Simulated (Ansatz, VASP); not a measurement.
## B in VASP and in Ansatz

```
CELL_PARAMETERS angstrom
4.98303 0.00000 0.00000
0.00000 5.54750 0.00000
0.00000 0.00000 6.82212
ATOMIC_POSITIONS crystal
B 0.65257 0.90803 0.28999
B 0.34743 0.09197 0.28999
B 0.15257 0.59197 0.21001
B 0.84743 0.40803 0.21001
B 0.34743 0.09197 0.71001
B 0.65257 0.90803 0.71001
B 0.84743 0.40803 0.78999
B 0.15257 0.59197 0.78999
B 0.14861 0.77123 0.00000
B 0.85139 0.22877 0.00000
B 0.64861 0.72877 0.50000
B 0.35139 0.27123 0.50000
B 0.83521 0.99152 0.50000
B 0.16479 0.00848 0.50000
B 0.33521 0.50848 0.00000
B 0.66479 0.49152 0.00000
B 0.33997 0.78130 0.37443
B 0.66003 0.21870 0.37443
B 0.83997 0.71870 0.12557
B 0.16003 0.28130 0.12557
B 0.66003 0.21870 0.62557
B 0.33997 0.78130 0.62557
B 0.16003 0.28130 0.87443
B 0.83997 0.71870 0.87443
B 0.17092 0.52313 0.50000
B 0.82908 0.47687 0.50000
B 0.67092 0.97687 0.00000
B 0.32908 0.02313 0.00000
```

Alike in both runs: functional LDA; k mesh 6 × 6 × 4; occupations gaussian, width 0.02 eV; no spin polarisation.

Ansatz relaxed the structure, and its values are those at the end. VASP's run is a single point on that final structure, the one shown.

|  | VASP | Ansatz |
| --- | --- | --- |
| version | VASP 6.6.1 | Ansatz 0.2.0 |
| potentials or method | VASP PAW LDA potentials, release 64 (B), cutoff 520 eV | scalar-relativistic, plane waves, PAW |
| valence electrons in the cell | 84 | 84 |

Ansatz gave:

| Item | Value |
| --- | --- |
| gap on the k mesh at the Fermi level (eV) | 1.52 |
| least direct gap on the mesh (eV) | 1.66 |
| pressure (GPa) | 0.0 |
| rms of the force components (eV/Å) | 0.001 |

Q: Which values does VASP return?

A: gap on the k mesh at the Fermi level (eV): 1.52; least direct gap on the mesh (eV): 1.66; pressure (GPa): 0.3; rms of the force components (eV/Å): 0.008.

LDA's correlation is that of Perdew and Zunger in VASP and of Perdew and Wang (1992) in Ansatz.
